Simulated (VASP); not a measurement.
# HfTe2W2 (P-3m1) in VASP: single point with PBE

Aim: the single point of HfTe2W2 with PBE.

Everything below comes from runs of VASP 6.6.1. Logs are shortened: lines on timing, memory, paths and dates and some standing lists are left out, and cuts for length are marked.

**1. The cell of the first run**

The structure is trigonal, space group P-3m1 (No. 164). Conventional cell: a = 4.579 Å, b = 4.579 Å, c = 7.470 Å, α = 90.00°, β = 90.00°, γ = 120.00°. Hf (site symmetry -3m) has 6 W at 2.74 Å and 6 Te at 3.34 Å within 3.6 Å. Te (site symmetry 3m) has 4 W at 2.74 to 2.96 Å and 3 Hf at 3.34 Å within 3.6 Å. W (site symmetry 3m) has 3 Hf at 2.74 Å and 4 Te at 2.74 to 2.96 Å and 3 W at 2.99 Å within 3.6 Å.

**2. Single point, PBE**

File INCAR:

```
PREC = Accurate
ENCUT = 520
EDIFF = 1E-6
ISMEAR = 0
SIGMA = 0.1
LREAL = F
LASPH = T
NELM = 100
ALGO = Fast
ISIF = 2
LWAVE = F
LCHARG = T
GGA = PE
LELF = T
LVHAR = T
NBANDS = 33
```

File KPOINTS:

```
regular mesh
0
Gamma
  12 12 6
```

File POSCAR:

```
HfTe2W2
1.0
    4.5788914956      0.0000000000      0.0000000000
   -2.2894457478      3.9654363563      0.0000000000
    0.0000000000      0.0000000000      7.4701476250
Hf Te W
1 2 2
Direct
    0.0000000000      0.0000000000      0.0000000000
    0.6666666667      0.3333333333      0.2725208602
    0.3333333333      0.6666666667      0.7274791398
    0.6666666667      0.3333333333      0.9061361465
    0.3333333333      0.6666666667      0.0938638535
```

Potentials or basis: VASP PAW PBE potentials, release 64 (Hf_pv, Te, W_sv).

Started as:

```sh
$ cat potpaw_PBE.64/Hf_pv/POTCAR potpaw_PBE.64/Te/POTCAR potpaw_PBE.64/W_sv/POTCAR > POTCAR
$ mpirun -np 1 vasp_std > vasp.out
```

OUTCAR:

```text
PREC = Accurate
   ENCUT = 520
   EDIFF = 1E-6
   ISMEAR = 0
   LREAL = F
   LASPH = T
   NELM = 100
   ISIF = 2
   GGA = PE

 ion  position               nearest neighbor table
   1  0.000  0.000  0.000-   4 2.74   5 2.74   5 2.74   4 2.74   4 2.74   5 2.74   2 3.34   3 3.34
                             3 3.34   2 3.34   3 3.34   2 3.34
   2  0.667  0.333  0.273-   4 2.74   5 2.96   5 2.96   5 2.96   1 3.34   1 3.34   1 3.34
   3  0.333  0.667  0.727-   5 2.74   4 2.96   4 2.96   4 2.96   1 3.34   1 3.34   1 3.34
   4  0.667  0.333  0.906-   1 2.74   1 2.74   1 2.74   2 2.74   3 2.96   3 2.96   3 2.96   5 2.99
                             5 2.99   5 2.99
   5  0.333  0.667  0.094-   1 2.74   1 2.74   1 2.74   3 2.74   2 2.96   2 2.96   2 2.96   4 2.99
                             4 2.99   4 2.99

  LATTYP: Found a hexagonal cell.
 ALAT       =     4.5788914956
 C/A-ratio  =     1.6314314572

  Lattice vectors:

 A1 = (   4.5788914956,   0.0000000000,   0.0000000000)
 A2 = (  -2.2894457478,   3.9654363563,   0.0000000000)
 A3 = (   0.0000000000,   0.0000000000,   7.4701476250)

Analysis of symmetry for initial positions (statically):
=====================================================================
 Subroutine PRICEL returns:
 Original cell was already a primitive cell.

 Routine SETGRP: Setting up the symmetry group for a
 hexagonal supercell.

 Subroutine GETGRP returns: Found 12 space group operations
 (whereof 12 operations were pure point group operations)
 out of a pool of 24 trial point group operations.

The static configuration has the point symmetry D_3d.

Analysis of symmetry for dynamics (positions and initial velocities):
=====================================================================
 Subroutine PRICEL returns:
 Original cell was already a primitive cell.

 Routine SETGRP: Setting up the symmetry group for a
 hexagonal supercell.

 Subroutine GETGRP returns: Found 12 space group operations
 (whereof 12 operations were pure point group operations)
 out of a pool of 24 trial point group operations.

The dynamic configuration has the point symmetry D_3d.

 Subroutine INISYM returns: Found 12 space group operations
 (whereof 12 operations are pure point group operations),
 and found     1 'primitive' translations

----------------------------------------------------------------------------------------

                                     Primitive cell

  volume of cell :     135.6377

  direct lattice vectors                    reciprocal lattice vectors
     4.578891496  0.000000000  0.000000000     0.218393469  0.126089528  0.000000000
    -2.289445748  3.965436356  0.000000000     0.000000000  0.252179057  0.000000000
     0.000000000  0.000000000  7.470147625     0.000000000  0.000000000  0.133866163

  length of vectors
     4.578891496  4.578891496  7.470147625     0.252179057  0.252179057  0.133866163

  position of ions in fractional coordinates (direct lattice)
     0.000000000  0.000000000  0.000000000
     0.666666667  0.333333333  0.272520860
     0.333333333  0.666666667  0.727479140
     0.666666667  0.333333333  0.906136147
     0.333333333  0.666666667  0.093863853

  ion indices of the primitive-cell ions
   primitive index   ion index
                 1           1
                 2           2
                 3           3
                 4           4
                 5           5

----------------------------------------------------------------------------------------

 KPOINTS: regular mesh

Automatic generation of k-mesh.
 Grid dimensions read from file:
 generate k-points for:   12   12    6

 Generating k-lattice:

  Cartesian coordinates                     Fractional coordinates (reciprocal lattice)
     0.018199456  0.010507461  0.000000000     0.083333333  0.000000000  0.000000000
     0.000000000  0.021014921  0.000000000     0.000000000  0.083333333  0.000000000
     0.000000000  0.000000000  0.022311027     0.000000000  0.000000000  0.166666667

  Length of vectors
     0.021014921  0.021014921  0.022311027

  Shift w.r.t. Gamma in fractional coordinates (k-lattice)
     0.000000000  0.000000000  0.000000000

 Subroutine IBZKPT returns following result:
 ===========================================

 Found    100 irreducible k-points:

 Following reciprocal coordinates:
            Coordinates               Weight
  0.000000  0.000000  0.000000      1.000000
  0.083333  0.000000  0.000000      6.000000
  0.166667 -0.000000  0.000000      6.000000
  0.250000 -0.000000  0.000000      6.000000
  0.333333 -0.000000  0.000000      6.000000
  0.416667  0.000000  0.000000      6.000000
[... 16 lines left out ...]
  0.166667 -0.000000  0.166667      6.000000
  0.000000  0.166667  0.166667      6.000000
 [... further k-points ...]
   k-points           NKPTS =    100   k-points in BZ     NKDIM =    100   number of bands    NBANDS=     33
   number of dos      NEDOS =    301   number of ions     NIONS =      5
   total plane-waves  NPLWV =  72576
   dimension x,y,z NGX =    36 NGY =   36 NGZ =   56
   dimension x,y,z NGXF=    72 NGYF=   72 NGZF=  112
   ions per type =               1   2   2
   NGX,Y,Z   is equivalent  to a cutoff of  13.07, 13.07, 12.46 a.u.
   NGXF,Y,Z  is equivalent  to a cutoff of  26.14, 26.14, 24.93 a.u.
 SYSTEM =  unknown system
   PREC   = accura    normal or accurate (medium, high low for compatibility)
   ISTART =      0    job   : 0-new  1-cont  2-samecut
   ICHARG =      2    charge: 1-file 2-atom 10-const
   ISPIN  =      1    spin polarized calculation?
   LNONCOLLINEAR =      F non collinear calculations
   LSORBIT =      F    spin-orbit coupling
   LASPH  =      T    aspherical Exc in radial PAW
   ENCUT  =  520.0 eV  38.22 Ry    6.18 a.u.   8.51  8.51 13.89*2*pi/ulx,y,z
   NELM   =    100;   NELMIN=  2; NELMDL= -5     # of ELM steps
   EDIFF  = 0.1E-05   stopping-criterion for ELM
   LREAL  =      F    real-space projection
   EDIFFG = 0.1E-04   stopping-criterion for IOM
   NSW    =      0    number of steps for IOM
   IBRION =     -1    ionic relax: 0-MD 1-quasi-New 2-CG
   NFREE  =      0    steps in history (QN), initial steepest desc. (CG)
   ISIF   =      2    stress and relaxation
   ISYM   =      2    0-nonsym 1-usesym 2-fastsym
   POTIM  = 0.5000    time-step for ionic-motion
   TEBEG  =    0.0;   TEEND  =   0.0 temperature during run
   PSTRESS=    0.0 pullay stress
   NELECT =      50.0000    total number of electrons
   NUPDOWN=      -1.0000    fix difference up-down
   EMIN   =  10.00;   EMAX   =-10.00  energy-range for DOS
   EFERMI =   0.00;   METHOD = LEGACY
   ISMEAR =     0;   SIGMA  =   0.10  broadening in eV -4-tet -1-fermi 0-gaus
   EFERMI_NEDOS =   21; number of points for ismear=-14 and -15
   IALGO  =     68    algorithm
   IMIX   =      4    mixing-type and parameters
     AMIX     =   0.40;   BMIX     =  1.00
     AMIX_MAG =   1.60;   BMIX_MAG =  1.00
  volume/ion in A,a.u.               =      27.13       183.07
  Fermi-wavevector in a.u.,A,eV,Ry     =   1.173829  2.218214 18.747106  1.377873
  Thomas-Fermi vector in A             =   2.310235
   LORBIT       =      0    0 simple, 1 ext, 2 COOP (PROOUT), +10 PAW based schemes
   GGA     = PE    functional components
   LHFCALC =     F    Hartree Fock is set to
   AEXX    =    0.0000 exact exchange contribution
   IVDW    =     0    specifies the selected vdW correction
   LEPSILON=     F    determine dielectric tensor
   LRPA    =     F    only Hartree local field effects (RPA)
 non-spin polarized calculation
 RMM-DIIS sequential band-by-band and
 Gauss-broadening in eV      SIGMA  =   0.10
  energy-cutoff  :      520.00
  volume of cell :      135.64
 maximum number of plane-waves:      3706
 NGX is ok and might be reduce to    36
   NGX = 17   NGY = 17   NGZ = 27

 number of electron      50.0000008 magnetization

 Free energy of the ion-electron system (eV)
  ---------------------------------------------------
  ext. energy  EPLUGINS =         0.00000000
  ---------------------------------------------------
  free energy    TOTEN  =       -39.66703499 eV

  energy without entropy =      -39.65629575  energy(sigma->0) =      -39.66166537

 E-fermi :   6.2876     XC(G=0):  -9.8890

 val. band max:        6.2845055836   @ k =   0.1667  -0.0000   0.0000
 cond. band min:       6.2924476341   @ k =   0.0000   0.1667   0.1667
 fundamental gap:      0.0079420505
 Fermi energy:         6.2875865939

 k-point     1 :       0.0000    0.0000    0.0000
  band No.  band energies     occupation
      1     -67.5818      2.00000
      2     -67.5534      2.00000
      3     -31.9483      2.00000
      4     -31.9087      2.00000
      5     -31.9087      2.00000
      6     -31.8724      2.00000
[... 25 lines left out ...]
     32       8.8060      0.00000
     33       8.8063      0.00000

 k-point     2 :       0.0833    0.0000    0.0000
  band No.  band energies     occupation
      1     -67.5814      2.00000
      2     -67.5538      2.00000
      3     -31.9495      2.00000
      4     -31.9217      2.00000
      5     -31.9126      2.00000
      6     -31.8609      2.00000
[... 25 lines left out ...]
     32       8.7997      0.00000
     33       8.9429      0.00000

 k-point     3 :       0.1667   -0.0000    0.0000
  band No.  band energies     occupation
      1     -67.5802      2.00000
      2     -67.5550      2.00000
      3     -31.9529      2.00000
      4     -31.9424      2.00000
      5     -31.9226      2.00000
      6     -31.8424      2.00000
[... 25 lines left out ...]
     32       9.0966      0.00000
     33       9.2564      0.00000

 k-point     4 :       0.2500   -0.0000    0.0000
  band No.  band energies     occupation
      1     -67.5784      2.00000
      2     -67.5570      2.00000
      3     -31.9599      2.00000
      4     -31.9579      2.00000
      5     -31.9350      2.00000
      6     -31.8241      2.00000
[... 25 lines left out ...]
     32       9.4733      0.00000
     33       9.6051      0.00000

 k-point     5 :       0.3333   -0.0000    0.0000
  band No.  band energies     occupation
      1     -67.5760      2.00000
      2     -67.5594      2.00000
      3     -31.9709      2.00000
      4     -31.9639      2.00000
      5     -31.9463      2.00000
      6     -31.8069      2.00000
[... 604 lines left out ...]
 k-point    22 :       0.0000    0.0833    0.1667
  band No.  band energies     occupation
      1     -67.5814      2.00000
      2     -67.5538      2.00000
      3     -31.9495      2.00000
      4     -31.9217      2.00000
      5     -31.9126      2.00000
      6     -31.8609      2.00000
[... 25 lines left out ...]
     32       8.8008      0.00000
     33       8.9175      0.00000

 k-point    23 :       0.1667   -0.0000    0.1667
  band No.  band energies     occupation
      1     -67.5802      2.00000
      2     -67.5550      2.00000
      3     -31.9529      2.00000
      4     -31.9424      2.00000
      5     -31.9226      2.00000
      6     -31.8424      2.00000
[... 25 lines left out ...]
     32       9.0946      0.00000
     33       9.2694      0.00000

 k-point    24 :       0.0000    0.1667    0.1667
  band No.  band energies     occupation
      1     -67.5802      2.00000
      2     -67.5550      2.00000
      3     -31.9529      2.00000
      4     -31.9424      2.00000
      5     -31.9226      2.00000
      6     -31.8424      2.00000
[... 25 lines left out ...]
     32       9.0821      0.00000
     33       9.2123      0.00000

 [... further k-points ...]
[... 5 lines left out ...]
  --------------------------------------------------------------------------------------
  -------------------------------------------------------------------------------------
  Total       -0.0819426     -0.0819426     -0.0603629      0.0000000     -0.0000000      0.0000000
  in kB       -0.9679212     -0.9679212     -0.7130170      0.0000000     -0.0000000      0.0000000
  external PRESSURE =      -0.8829531 kB  Pullay stress =       0.0000000 kB

 VOLUME and BASIS-vectors are now :
 -----------------------------------------------------------------------------
  energy-cutoff  :      520.00
  volume of cell :      135.64
      direct lattice vectors                 reciprocal lattice vectors
     4.578891496  0.000000000  0.000000000     0.218393469  0.126089528  0.000000000
    -2.289445748  3.965436356  0.000000000     0.000000000  0.252179057  0.000000000
     0.000000000  0.000000000  7.470147625     0.000000000  0.000000000  0.133866163

 POSITION                                       TOTAL-FORCE (eV/Angst)
 -----------------------------------------------------------------------------------
      0.00000      0.00000      0.00000         0.000000      0.000000      0.000000
      2.28945      1.32181      2.03577        -0.000000      0.000000     -0.006472
     -0.00000      2.64362      5.43438         0.000000      0.000000      0.006472
      2.28945      1.32181      6.76897         0.000000      0.000000      0.019608
     -0.00000      2.64362      0.70118        -0.000000     -0.000000     -0.019608
 -----------------------------------------------------------------------------------
    total drift:                                0.000000      0.000000     -0.000000

  FREE ENERGIE OF THE ION-ELECTRON SYSTEM (eV)
  ---------------------------------------------------
  free  energy   TOTEN  =       -39.6670349939 eV

  energy  without entropy=      -39.6562957524  energy(sigma->0) =      -39.66166537
```

Wall time 20 min (1 thread of AMD EPYC 7R43 (Zen 3), shared host); peak memory 0.53 GiB.

Results:

| Quantity | Value |
| --- | --- |
| Free energy | -39.6670 eV |
| Pressure | -0.1 GPa |
| Largest force | 0.020 eV/Å |
| Band gap on the k mesh | zero (band 25 reaches 6.62 eV, above the bottom of band 26 at 6.16 eV) |

Forces on the atoms (eV/Å):
```
Hf   0.000  0.000  0.000
Te   0.000  0.000 -0.006
Te   0.000  0.000  0.006
W    0.000  0.000  0.020
W    0.000  0.000 -0.020
```

Levels at points of the mesh, in eV from the Fermi level:
```tsv
k point	band 21	band 22	band 23	band 24	band 25	band 26	band 27	band 28	band 29	band 30
(0.00, 0.00, 0.00)	-1.71	-1.23	-0.14	-0.14	0.32	0.36	0.36	0.69	1.33	1.42
(0.50, 0.00, 0.00)	-2.55	-1.92	-1.45	-0.67	-0.26	-0.13	0.54	1.38	2.09	2.18
(0.00, 0.00, 0.50)	-1.56	-0.70	-0.10	-0.10	0.26	0.26	0.58	0.67	1.39	1.39
(0.50, 0.00, 0.50)	-2.37	-1.86	-1.48	-1.03	-0.12	0.30	0.45	1.28	1.70	2.30
```

Caveat: spin-orbit coupling is left out, which moves the levels of the heavy elements; this functional lacks dispersion, which binds the layers, so the pressure and a relaxed spacing across them are unreliable.
